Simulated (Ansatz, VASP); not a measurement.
Two plane-wave programs on Ru

```xyz
4
Lattice="2.0338 -3.4470 0.0000 2.0338 3.4470 0.0000 0.0000 0.0000 4.0731" Properties=species:S:1:pos:R:3 pbc="T T T"
Ru    2.0338    2.3956    0.3197
Ru    2.0338   -1.0513    1.7168
Ru    2.0338   -2.3956    3.7533
Ru    2.0338    1.0513    2.3563
```

Alike in both runs: task single point; functional r2SCAN; k mesh 6 × 6 × 4; occupations gaussian, width 0.1 eV; no spin polarisation.

|  | VASP | Ansatz |
| --- | --- | --- |
| version | VASP 6.6.1 | Ansatz 0.2.0 |
| potentials or method | VASP PAW PBE potentials, release 64 (Ru_pv), cutoff 520 eV | scalar-relativistic, plane waves, PAW |
| valence electrons in the cell | 56 | 64 |

|  | VASP | Ansatz | Ansatz less VASP |
| --- | --- | --- | --- |
| gap on the k mesh at the Fermi level (eV) | none | none | - |
| rms of the force components (eV/Å) | 0.505 | 0.554 | +0.0486 |

VASP's potentials were made for PBE, not for r2SCAN. Atom by atom the forces differ by 0.076 eV/Å (rms over components). A gap of «none» marks a metal or a gap that the smearing closes. VASP's potentials hold 56 valence electrons a cell and Ansatz's 64, so a difference there can come from the potentials and not from the codes.

The k mesh is coarse, so the values compare programs but aren't converged.
